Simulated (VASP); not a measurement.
# CuI (zinc blende type) (F-43m) in VASP: single point with HSE06

Aim: the single point of CuI (zinc blende type) with HSE06.

Program: VASP 6.6.1. These are calculated values, not measurements. Logs are shortened: lines on timing, memory, paths and dates and some standing lists are left out, and cuts for length are marked.

### 1 The cell of the first run

Symmetry: F-43m, No. 216, cubic system. Conventional cell: a = 6.090 Å, b = 6.090 Å, c = 6.090 Å, α = 90.00°, β = 90.00°, γ = 90.00°. Cu (site symmetry -43m) has 4 I at 2.64 Å within 3.5 Å. Within 3.5 Å of I (site symmetry -43m) lie 4 Cu at 2.64 Å.

### 2 Single point, HSE06

The input, POSCAR:

```
CuI
1.0
    0.0000000000      3.0450000000      3.0450000000
    3.0450000000      0.0000000000      3.0450000000
    3.0450000000      3.0450000000      0.0000000000
Cu I
1 1
Direct
    0.0000000000      0.0000000000      0.0000000000
    0.2500000000      0.2500000000      0.2500000000
```

The input, INCAR.step1:

```
SYSTEM = CuI
ALGO = Normal ; EDIFF = 1E-5
ENCUT = 520 ; GGA = PE
GGA_COMPAT = .False. ; ISIF = 2
ISMEAR = -1 ; LASPH = .True.
LCHARG = .False. ; LREAL = .False.
LWAVE = .True. ; NBANDS = 16
NELM = 120 ; PREC = Accurate
SIGMA = 0.02
```

The input, INCAR.step2:

```
SYSTEM = CuI
ALGO = Normal ; EDIFF = 1E-6
ENCUT = 520 ; GGA = PE
GGA_COMPAT = .False. ; HFSCREEN = 0.2079
ISIF = 2 ; ISMEAR = -1
ISTART = 1 ; LASPH = .True.
LCHARG = .False. ; LHFCALC = .True.
LREAL = .False. ; LWAVE = .False.
NBANDS = 16 ; NELM = 120
PREC = Accurate ; PRECFOCK = Normal
SIGMA = 0.02
```

The input, KPOINTS:

```
k-points
0
Gamma
  6 6 6
  0 0 0
```

Potentials or basis: VASP PAW PBE potentials, release 64 (Cu, I).

Command:

```console
$ cat potpaw_PBE.64/Cu/POTCAR potpaw_PBE.64/I/POTCAR > POTCAR
$ cp INCAR.step1 INCAR
$ mpirun -np 1 vasp_std > vasp.out
$ cp INCAR.step2 INCAR
$ mpirun -np 1 vasp_std > vasp.out
```

OUTCAR:

```text
SYSTEM = CuI
   EDIFF = 1E-6
   ENCUT = 520
   GGA = PE
   HFSCREEN = 0.2079
   ISIF = 2
   ISMEAR = -1
   ISTART = 1
   LASPH = .True.
   LHFCALC = .True.
   LREAL = .False.
   NELM = 120
   PREC = Accurate
   PRECFOCK = Normal

 ion  position               nearest neighbor table
   1  0.000  0.000  0.000-   2 2.64   2 2.64   2 2.64   2 2.64
   2  0.250  0.250  0.250-   1 2.64   1 2.64   1 2.64   1 2.64

  LATTYP: Found a face centered cubic cell.
 ALAT       =     6.0900000000

  Lattice vectors:

 A1 = (   0.0000000000,   3.0450000000,   3.0450000000)
 A2 = (   3.0450000000,   0.0000000000,   3.0450000000)
 A3 = (   3.0450000000,   3.0450000000,   0.0000000000)

Analysis of symmetry for initial positions (statically):
=====================================================================
 Subroutine PRICEL returns:
 Original cell was already a primitive cell.

 Routine SETGRP: Setting up the symmetry group for a
 face centered cubic supercell.

 Subroutine GETGRP returns: Found 24 space group operations
 (whereof 24 operations were pure point group operations)
 out of a pool of 48 trial point group operations.

The static configuration has the point symmetry T_d .

Analysis of symmetry for dynamics (positions and initial velocities):
=====================================================================
 Subroutine PRICEL returns:
 Original cell was already a primitive cell.

 Routine SETGRP: Setting up the symmetry group for a
 face centered cubic supercell.

 Subroutine GETGRP returns: Found 24 space group operations
 (whereof 24 operations were pure point group operations)
 out of a pool of 48 trial point group operations.

The dynamic configuration has the point symmetry T_d .

 Subroutine INISYM returns: Found 24 space group operations
 (whereof 24 operations are pure point group operations),
 and found     1 'primitive' translations

----------------------------------------------------------------------------------------

                                     Primitive cell

  volume of cell :      56.4666

  direct lattice vectors                    reciprocal lattice vectors
     0.000000000  3.045000000  3.045000000    -0.164203612  0.164203612  0.164203612
     3.045000000  0.000000000  3.045000000     0.164203612 -0.164203612  0.164203612
     3.045000000  3.045000000  0.000000000     0.164203612  0.164203612 -0.164203612

  length of vectors
[... 78 lines left out ...]
   NFREE  =      0    steps in history (QN), initial steepest desc. (CG)
   ISIF   =      2    stress and relaxation
   ISYM   =      3    0-nonsym 1-usesym 2-fastsym
   POTIM  = 0.5000    time-step for ionic-motion
   TEBEG  =    0.0;   TEEND  =   0.0 temperature during run
   PSTRESS=    0.0 pullay stress
   NELECT =      18.0000    total number of electrons
   NUPDOWN=      -1.0000    fix difference up-down
   EMIN   =  10.00;   EMAX   =-10.00  energy-range for DOS
   EFERMI =   0.00;   METHOD = LEGACY
   ISMEAR =    -1;   SIGMA  =   0.02  broadening in eV -4-tet -1-fermi 0-gaus
   EFERMI_NEDOS =   21; number of points for ismear=-14 and -15
   IALGO  =     38    algorithm
   IMIX   =      1    mixing-type and parameters
     AMIX     =   0.40;   BMIX     =  1.00
     AMIX_MAG =   1.60;   BMIX_MAG =  1.00
  volume/ion in A,a.u.               =      28.23       190.53
  Fermi-wavevector in a.u.,A,eV,Ry     =   1.118326  2.113329 17.016164  1.250653
  Thomas-Fermi vector in A             =   2.254956
   LORBIT       =      0    0 simple, 1 ext, 2 COOP (PROOUT), +10 PAW based schemes
   GGA     = PE    functional components
   LHFCALC =     T    Hartree Fock is set to
   PRECFOCK=normal    Normal, Fast or Accurate (Low or Medium for compatibility)
   ENCUT4O =  -1.0   cutoff for four orbital integrals eV
   NKREDX  =     1    reduce k-point grid by
   NKREDY  =     1    reduce k-point grid by
   NKREDZ  =     1    reduce k-point grid by
   AEXX    =    0.2500 exact exchange contribution
   HFSCREEN=    0.2079 screening length (either q_TF or 0.3 A-1)
   HFSCREENC=   0.2079 screening length for correlation (either q_TF or 0.3 A-1)
   ENCUTFOCK=  -1.0 apply spherical cutoff to Coloumb kernel
   IVDW    =     0    specifies the selected vdW correction
   LEPSILON=     F    determine dielectric tensor
   LRPA    =     F    only Hartree local field effects (RPA)
 non-spin polarized calculation
  energy-cutoff  :      520.00
  volume of cell :       56.47
 maximum number of plane-waves:      1536
  NGX = 28; NGY = 28; NGZ = 28

 number of electron      18.0000009 magnetization

 Free energy of the ion-electron system (eV)
  ---------------------------------------------------
  ext. energy  EPLUGINS =         0.00000000
  ---------------------------------------------------
  free energy    TOTEN  =        -6.46029872 eV

  energy without entropy =       -6.46029872  energy(sigma->0) =       -6.46029872

 E-fermi :   3.7847     XC(G=0):  -7.3675

 val. band max:        3.3249534228   @ k =   0.0000   0.0000   0.0000
 cond. band min:       5.8773782341   @ k =   0.0000   0.0000   0.0000
 fundamental gap:      2.5524248113
 Fermi energy:         3.7847197837

 k-point     1 :       0.0000    0.0000    0.0000
  band No.  band energies     occupation
      1     -11.3372      2.00000
      2      -0.5861      2.00000
      3      -0.5861      2.00000
      4      -0.5861      2.00000
      5       0.9059      2.00000
      6       0.9059      2.00000
[... 281 lines left out ...]
      3      -0.8939      2.00000
      4      -0.4096      2.00000
      5       0.8666      2.00000
      6       0.9634      2.00000
[... 8 lines left out ...]
     15      16.5120      0.00000
     16      16.9550      0.00000

------------------------ aborting loop because EDIFF is reached ----------------------------------------

  FORCE on cell =-STRESS in cart. coord.  units (eV):
  Direction    XX          YY          ZZ          XY          YZ          ZX
  --------------------------------------------------------------------------------------
  -------------------------------------------------------------------------------------
  Total       -0.0592717     -0.0592717     -0.0592717      0.0000000      0.0000000      0.0000000
  in kB       -1.6817669     -1.6817669     -1.6817669      0.0000000      0.0000000      0.0000000
  external PRESSURE =      -1.6817669 kB  Pullay stress =       0.0000000 kB

 VOLUME and BASIS-vectors are now :
 -----------------------------------------------------------------------------
  energy-cutoff  :      520.00
  volume of cell :       56.47
      direct lattice vectors                 reciprocal lattice vectors
     0.000000000  3.045000000  3.045000000    -0.164203612  0.164203612  0.164203612
     3.045000000  0.000000000  3.045000000     0.164203612 -0.164203612  0.164203612
     3.045000000  3.045000000  0.000000000     0.164203612  0.164203612 -0.164203612

 POSITION                                       TOTAL-FORCE (eV/Angst)
 -----------------------------------------------------------------------------------
      0.00000      0.00000      0.00000         0.000000      0.000000      0.000000
      1.52250      1.52250      1.52250        -0.000000     -0.000000     -0.000000
 -----------------------------------------------------------------------------------
    total drift:                               -0.000071     -0.000022     -0.000024

  FREE ENERGIE OF THE ION-ELECTRON SYSTEM (eV)
  ---------------------------------------------------
  free  energy   TOTEN  =        -6.4602987151 eV

  energy  without entropy=       -6.4602987151  energy(sigma->0) =       -6.46029872
```

OUTCAR.step1:

```text
SYSTEM = CuI
   EDIFF = 1E-5
   ENCUT = 520
   GGA = PE
   ISIF = 2
   ISMEAR = -1
   LASPH = .True.
[... 513 lines left out ...]
      0.00000      0.00000      0.00000         0.000000      0.000000      0.000000
      1.52250      1.52250      1.52250        -0.000000     -0.000000     -0.000000
 -----------------------------------------------------------------------------------
    total drift:                                0.000001      0.000001      0.000001

  FREE ENERGIE OF THE ION-ELECTRON SYSTEM (eV)
  ---------------------------------------------------
  free  energy   TOTEN  =        -5.5602776777 eV

  energy  without entropy=       -5.5602776777  energy(sigma->0) =       -5.56027768
```

Wall time 61 min (1 thread of AMD EPYC 7R13 (Zen 3), shared host); peak memory 0.29 GiB.

What came out:

```
Free energy            : -6.4603 eV
Pressure               : -0.2 GPa
Band gap on the k mesh : 2.55 eV
```

Caveat: the PAW data sets were made with another functional, which shifts forces and pressure a little; spin-orbit coupling is left out, which moves the levels of the heavy elements.
